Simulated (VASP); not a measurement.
# PbS (I4/mmm) in VASP: further runs

Runs on PbS. Level: r2SCAN. Tasks: single point.

Program: VASP 6.6.1. These are calculated values, not measurements. Logs are shortened: lines on timing, memory, paths and dates and some standing lists are left out, and cuts for length are marked.

## 1. The cell of the first run

Symmetry: I4/mmm, No. 139, tetragonal system. The conventional cell has a = 4.130 Å, b = 4.130 Å, c = 5.752 Å, α = 90.00°, β = 90.00°, γ = 90.00°. Within 3.8 Å of Pb (site symmetry 4/mmm) lie 6 S at 2.88 to 2.92 Å. S (site symmetry 4/mmm) has 6 Pb at 2.88 to 2.92 Å within 3.8 Å.

## 2. Single point, r2SCAN (strain -0.015 along x and y, -0.030 along z)

POSCAR reads:

```
PbS
1.0
    0.0000000000      2.9205250000      2.8760500000
    2.9205250000      0.0000000000      2.8760500000
    2.9205250000      2.9205250000      0.0000000000
Pb S
1 1
Direct
    0.0000000000      0.0000000000      0.0000000000
    0.5000000000      0.5000000000      0.5000000000
```

INCAR.step1 reads:

```
PREC     = Accurate       # precision mode
ENCUT    = 520            # plane-wave cutoff, eV
ISMEAR   = 0              # smearing method
SIGMA    = 0.05           # smearing width, eV
LREAL    = F              # projectors in reciprocal space
LASPH    = T              # aspherical terms in the spheres
NELM     = 80             # most SCF steps
NBANDS   = 17             # bands
GGA      = PE             # functional
ALGO     = Normal         # electronic algorithm
EDIFF    = 1E-4           # SCF threshold, eV
LWAVE    = T              # write WAVECAR
LCHARG   = F              # write CHGCAR
```

INCAR.step2 reads:

```
PREC     = Accurate       # precision mode
ENCUT    = 520            # plane-wave cutoff, eV
EDIFF    = 1E-6           # SCF threshold, eV
ISMEAR   = 0              # smearing method
SIGMA    = 0.05           # smearing width, eV
LREAL    = F              # projectors in reciprocal space
LASPH    = T              # aspherical terms in the spheres
NELM     = 80             # most SCF steps
ALGO     = Normal         # electronic algorithm
ISIF     = 2              # what is computed and relaxed
LWAVE    = F              # write WAVECAR
LCHARG   = F              # write CHGCAR
METAGGA  = R2SCAN         # meta-GGA
LMIXTAU  = T            
NBANDS   = 17             # bands
ISTART   = 1
```

KPOINTS reads:

```
Automatic mesh
0
Gamma
  8 8 8
```

Potentials or basis: VASP PAW PBE potentials, release 64 (Pb_d, S).

On the command line:

```bash
> cat potpaw_PBE.64/Pb_d/POTCAR potpaw_PBE.64/S/POTCAR > POTCAR
> cp INCAR.step1 INCAR
> mpirun -np 1 vasp_std > vasp.out
> cp INCAR.step2 INCAR
> mpirun -np 1 vasp_std > vasp.out
```

OUTCAR:

```text
PREC = Accurate
   ENCUT = 520
   EDIFF = 1E-6
   ISMEAR = 0
   LREAL = F
   LASPH = T
   NELM = 80
   ISIF = 2
   METAGGA = R2SCAN
   ISTART = 1

 ion  position               nearest neighbor table
   1  0.000  0.000  0.000-   2 2.88   2 2.88   2 2.92   2 2.92   2 2.92   2 2.92
   2  0.500  0.500  0.500-   1 2.88   1 2.88   1 2.92   1 2.92   1 2.92   1 2.92

  LATTYP: Found a body centered tetragonal cell.
 ALAT       =     4.1302460642
 C/A-ratio  =     1.3926773152

  Lattice vectors:

 A1 = (   0.0000000000,  -2.9205250000,  -2.8760500000)
 A2 = (   0.0000000000,   2.9205250000,  -2.8760500000)
 A3 = (   2.9205250000,   0.0000000000,   2.8760500000)

Analysis of symmetry for initial positions (statically):
=====================================================================
 Subroutine PRICEL returns:
 Original cell was already a primitive cell.

 Routine SETGRP: Setting up the symmetry group for a
 body centered tetragonal supercell.

 Subroutine GETGRP returns: Found 16 space group operations
 (whereof 16 operations were pure point group operations)
 out of a pool of 16 trial point group operations.

The static configuration has the point symmetry D_4h.

Analysis of symmetry for dynamics (positions and initial velocities):
=====================================================================
 Subroutine PRICEL returns:
 Original cell was already a primitive cell.

 Routine SETGRP: Setting up the symmetry group for a
 body centered tetragonal supercell.

 Subroutine GETGRP returns: Found 16 space group operations
 (whereof 16 operations were pure point group operations)
 out of a pool of 16 trial point group operations.

The dynamic configuration has the point symmetry D_4h.

 Subroutine INISYM returns: Found 16 space group operations
 (whereof 16 operations are pure point group operations),
 and found     1 'primitive' translations

----------------------------------------------------------------------------------------

                                     Primitive cell

  volume of cell :      49.0623

  direct lattice vectors                    reciprocal lattice vectors
     0.000000000  2.920525000  2.876050000    -0.171202096  0.171202096  0.173849551
     2.920525000  0.000000000  2.876050000     0.171202096 -0.171202096  0.173849551
     2.920525000  2.920525000  0.000000000     0.171202096  0.171202096 -0.173849551

  length of vectors
     4.098918135  4.098918135  4.130246064     0.298067075  0.298067075  0.298067075

  position of ions in fractional coordinates (direct lattice)
     0.000000000  0.000000000  0.000000000
     0.500000000  0.500000000  0.500000000

  ion indices of the primitive-cell ions
   primitive index   ion index
                 1           1
                 2           2

----------------------------------------------------------------------------------------

 KPOINTS: Automatic mesh

Automatic generation of k-mesh.
 Grid dimensions read from file:
 generate k-points for:    8    8    8

 Generating k-lattice:

  Cartesian coordinates                     Fractional coordinates (reciprocal lattice)
    -0.021400262  0.021400262  0.021731194     0.125000000 -0.000000000  0.000000000
     0.021400262 -0.021400262  0.021731194    -0.000000000  0.125000000  0.000000000
     0.021400262  0.021400262 -0.021731194     0.000000000  0.000000000  0.125000000

  Length of vectors
     0.037258384  0.037258384  0.037258384

  Shift w.r.t. Gamma in fractional coordinates (k-lattice)
     0.000000000  0.000000000  0.000000000

 Subroutine IBZKPT returns following result:
 ===========================================

 Found     59 irreducible k-points:

 Following reciprocal coordinates:
            Coordinates               Weight
  0.000000  0.000000  0.000000      1.000000
  0.125000 -0.000000  0.000000      8.000000
  0.250000 -0.000000  0.000000      8.000000
  0.375000 -0.000000  0.000000      8.000000
  0.500000 -0.000000  0.000000      4.000000
  0.125000  0.125000  0.000000      2.000000
[... 16 lines left out ...]
  0.250000  0.000000  0.125000     16.000000
  0.375000 -0.000000  0.125000     16.000000
 [... further k-points ...]
   k-points           NKPTS =     59   k-points in BZ     NKDIM =     59   number of bands    NBANDS=     17
   number of dos      NEDOS =    301   number of ions     NIONS =      2
   total plane-waves  NPLWV =  28800
   dimension x,y,z NGX =    30 NGY =   30 NGZ =   32
   dimension x,y,z NGXF=    60 NGYF=   60 NGZF=   64
   ions per type =               1   1
   NGX,Y,Z   is equivalent  to a cutoff of  12.17, 12.17, 12.88 a.u.
   NGXF,Y,Z  is equivalent  to a cutoff of  24.34, 24.34, 25.76 a.u.
 SYSTEM =  unknown system
   PREC   = accura    normal or accurate (medium, high low for compatibility)
   ISTART =      1    job   : 0-new  1-cont  2-samecut
   ICHARG =      0    charge: 1-file 2-atom 10-const
   ISPIN  =      1    spin polarized calculation?
   LNONCOLLINEAR =      F non collinear calculations
   LSORBIT =      F    spin-orbit coupling
   LASPH  =      T    aspherical Exc in radial PAW
   ENCUT  =  520.0 eV  38.22 Ry    6.18 a.u.   7.62  7.62  7.68*2*pi/ulx,y,z
   NELM   =     80;   NELMIN=  2; NELMDL=  0     # of ELM steps
   EDIFF  = 0.1E-05   stopping-criterion for ELM
   LREAL  =      F    real-space projection
[... 7 lines left out ...]
   TEBEG  =    0.0;   TEEND  =   0.0 temperature during run
   PSTRESS=    0.0 pullay stress
   NELECT =      20.0000    total number of electrons
   NUPDOWN=      -1.0000    fix difference up-down
   EMIN   =  10.00;   EMAX   =-10.00  energy-range for DOS
   EFERMI =   0.00;   METHOD = LEGACY
   ISMEAR =     0;   SIGMA  =   0.05  broadening in eV -4-tet -1-fermi 0-gaus
   EFERMI_NEDOS =   21; number of points for ismear=-14 and -15
   IALGO  =     38    algorithm
   IMIX   =      4    mixing-type and parameters
     AMIX     =   0.40;   BMIX     =  1.00
     AMIX_MAG =   1.60;   BMIX_MAG =  1.00
  volume/ion in A,a.u.               =      24.53       165.54
  Fermi-wavevector in a.u.,A,eV,Ry     =   1.213860  2.293863 20.047600  1.473457
  Thomas-Fermi vector in A             =   2.349299
   LORBIT       =      0    0 simple, 1 ext, 2 COOP (PROOUT), +10 PAW based schemes
   METAGGA = R2SCAN    functional components
   LHFCALC =     F    Hartree Fock is set to
   AEXX    =    0.0000 exact exchange contribution
   IVDW    =     0    specifies the selected vdW correction
   LEPSILON=     F    determine dielectric tensor
   LRPA    =     F    only Hartree local field effects (RPA)
 non-spin polarized calculation
 Gauss-broadening in eV      SIGMA  =   0.05
  energy-cutoff  :      520.00
  volume of cell :       49.06
 maximum number of plane-waves:      1339
   NGX = 15   NGY = 15   NGZ = 15

 number of electron      19.9999998 magnetization

 Free energy of the ion-electron system (eV)
  ---------------------------------------------------
  ext. energy  EPLUGINS =         0.00000000
  ---------------------------------------------------
  free energy    TOTEN  =       -65.53566949 eV

  energy without entropy =      -65.53566949  energy(sigma->0) =      -65.53566949

 E-fermi :   6.8366     XC(G=0): -10.5709

 val. band max:        6.6608599535   @ k =   0.5000  -0.0000   0.0000
 cond. band min:       7.0124056310   @ k =   0.5000  -0.0000   0.0000
 fundamental gap:      0.3515456775
 Fermi energy:         6.8366237362

 k-point     1 :       0.0000    0.0000    0.0000
  band No.  band energies     occupation
      1     -11.0202      2.00000
      2     -11.0175      2.00000
      3     -11.0174      2.00000
      4     -11.0104      2.00000
      5     -11.0016      2.00000
      6      -8.2681      2.00000
[... 9 lines left out ...]
     16      13.5799      0.00000
     17      15.4463      0.00000

 k-point     2 :       0.1250   -0.0000    0.0000
  band No.  band energies     occupation
      1     -11.0186      2.00000
      2     -11.0186      2.00000
      3     -11.0155      2.00000
      4     -11.0066      2.00000
      5     -11.0030      2.00000
      6      -8.1184      2.00000
[... 9 lines left out ...]
     16      13.9541      0.00000
     17      16.8074      0.00000

 k-point     3 :       0.2500   -0.0000    0.0000
  band No.  band energies     occupation
      1     -11.0330      2.00000
      2     -11.0281      2.00000
      3     -11.0169      2.00000
      4     -10.9877      2.00000
      5     -10.9858      2.00000
      6      -7.7008      2.00000
[... 9 lines left out ...]
     16      14.8333      0.00000
     17      19.1631      0.00000

 k-point     4 :       0.3750   -0.0000    0.0000
  band No.  band energies     occupation
      1     -11.0477      2.00000
      2     -11.0435      2.00000
      3     -11.0167      2.00000
      4     -10.9686      2.00000
      5     -10.9643      2.00000
      6      -7.1537      2.00000
[... 9 lines left out ...]
     16      16.1414      0.00000
     17      19.1995      0.00000
[... 343 lines left out ...]
      1     -11.0281      2.00000
      2     -11.0221      2.00000
      3     -11.0102      2.00000
      4     -11.0062      2.00000
      5     -10.9990      2.00000
      6      -8.0655      2.00000
[... 9 lines left out ...]
     16      14.8545      0.00000
     17      16.2707      0.00000

 k-point    23 :       0.2500    0.0000    0.1250
  band No.  band energies     occupation
      1     -11.0522      2.00000
      2     -11.0223      2.00000
      3     -11.0110      2.00000
      4     -10.9964      2.00000
      5     -10.9832      2.00000
      6      -7.7284      2.00000
[... 9 lines left out ...]
     16      15.6345      0.00000
     17      17.7001      0.00000

 k-point    24 :       0.3750   -0.0000    0.1250
  band No.  band energies     occupation
      1     -11.0720      2.00000
      2     -11.0257      2.00000
      3     -11.0162      2.00000
      4     -10.9831      2.00000
      5     -10.9640      2.00000
      6      -7.2068      2.00000
[... 9 lines left out ...]
     16      16.7006      0.00000
     17      19.1019      0.00000

 [... further k-points ...]

------------------------ aborting loop because EDIFF is reached ----------------------------------------

  FORCE on cell =-STRESS in cart. coord.  units (eV):
  Direction    XX          YY          ZZ          XY          YZ          ZX
  --------------------------------------------------------------------------------------
  -------------------------------------------------------------------------------------
  Total        1.4816058      1.4816058      2.3382287      0.0000000      0.0000000      0.0000000
  in kB       48.3832411     48.3832411     76.3570768      0.0000000      0.0000000      0.0000000
  external PRESSURE =      57.7078530 kB  Pullay stress =       0.0000000 kB

 VOLUME and BASIS-vectors are now :
 -----------------------------------------------------------------------------
  energy-cutoff  :      520.00
  volume of cell :       49.06
      direct lattice vectors                 reciprocal lattice vectors
     0.000000000  2.920525000  2.876050000    -0.171202096  0.171202096  0.173849551
     2.920525000  0.000000000  2.876050000     0.171202096 -0.171202096  0.173849551
     2.920525000  2.920525000  0.000000000     0.171202096  0.171202096 -0.173849551

 POSITION                                       TOTAL-FORCE (eV/Angst)
 -----------------------------------------------------------------------------------
      0.00000      0.00000      0.00000         0.000000      0.000000     -0.000000
      2.92053      2.92053      2.87605         0.000000      0.000000      0.000000
 -----------------------------------------------------------------------------------
    total drift:                               -0.000000      0.000000      0.000000

  FREE ENERGIE OF THE ION-ELECTRON SYSTEM (eV)
  ---------------------------------------------------
  free  energy   TOTEN  =       -65.5356694895 eV

  energy  without entropy=      -65.5356694876  energy(sigma->0) =      -65.53566949
```

Wall time 76 s (1 thread of Intel Xeon 6975P-C (Granite Rapids), shared host); peak memory 0.2 GiB.

What came out:

```
Free energy            : -65.5357 eV
Pressure               : 5.8 GPa
Band gap on the k mesh : 0.35 eV
```

Caveat: the cell differs from its parent crystal (strain -0.015 along x and y, -0.030 along z); the cell stands under pressure; the PAW data sets were made with another functional, which shifts forces and pressure a little; spin-orbit coupling is left out, which moves the levels of the heavy elements.

## 3. Single point, r2SCAN (strain -0.030 along x and y, +0.015 along z)

POSCAR reads:

```
PbS
1.0
    0.0000000000      2.8760500000      3.0094750000
    2.8760500000      0.0000000000      3.0094750000
    2.8760500000      2.8760500000      0.0000000000
Pb S
1 1
Direct
    0.0000000000      0.0000000000      0.0000000000
    0.5000000000      0.5000000000      0.5000000000
```

INCAR.step1 reads:

```
SYSTEM = PbS
PREC = Accurate
ENCUT = 520
ISMEAR = 0
SIGMA = 0.05
LREAL = .False.
LASPH = .True.
NELM = 80
NBANDS = 17
GGA = PE
ALGO = Normal
EDIFF = 1E-4
LWAVE = .True.
LCHARG = .False.
```

INCAR.step2 reads:

```
SYSTEM = PbS
PREC = Accurate
ENCUT = 520
EDIFF = 1E-7
ISMEAR = 0
SIGMA = 0.05
LREAL = .False.
LASPH = .True.
NELM = 80
ALGO = Normal
ISIF = 2
LWAVE = .False.
LCHARG = .False.
METAGGA = R2SCAN
LMIXTAU = .True.
NBANDS = 17
ISTART = 1
```

KPOINTS reads:

```
regular mesh
0
Gamma
  8 8 8
  0 0 0
```

Potentials or basis: VASP PAW PBE potentials, release 64 (Pb_d, S).

On the command line:

```bash
> cat potpaw_PBE.64/Pb_d/POTCAR potpaw_PBE.64/S/POTCAR > POTCAR
> cp INCAR.step1 INCAR
> mpirun -np 1 vasp_std > vasp.out
> cp INCAR.step2 INCAR
> mpirun -np 1 vasp_std > vasp.out
```

Run time: 68 s. Hardware: 1 thread of Intel Xeon 6975P-C (Granite Rapids), shared host; peak memory 0.21 GiB.

The run converged. Its results:

```yaml
Free_energy: -65.5299 eV
Pressure: 4.9 GPa
Band_gap_on_the_k_mesh: 0.36 eV
```

Stress tensor (GPa, compression positive):
```
7.28 0.00 0.00
0.00 7.28 0.00
0.00 0.00 0.28
```

Levels at points of the mesh, in eV from the valence-band top:
```
           k point  band 7  band 8  band 9  band 10  band 11  band 12  band 13  band 14
(0.00, 0.00, 0.00)   -6.11   -2.84   -2.84    -2.48     4.88     5.96     5.96     6.71
(0.50, 0.00, 0.00)   -9.56   -2.33   -2.20     0.00     0.36     1.83     2.09     9.11
(0.50, 0.50, 0.00)   -7.36   -5.88   -4.01    -4.01     3.95     5.70     6.36     6.36
(0.50, 0.00, 0.50)   -7.64   -5.98   -4.35    -3.86     3.76     5.54     6.25     6.62
```

Caveat: the cell differs from its parent crystal (strain -0.030 along x and y, +0.015 along z); the cell stands under pressure; the PAW data sets were made with another functional, which shifts forces and pressure a little; spin-orbit coupling is left out, which moves the levels of the heavy elements. A k mesh can miss the band edges.

(Part 1 of 2 ends here.)
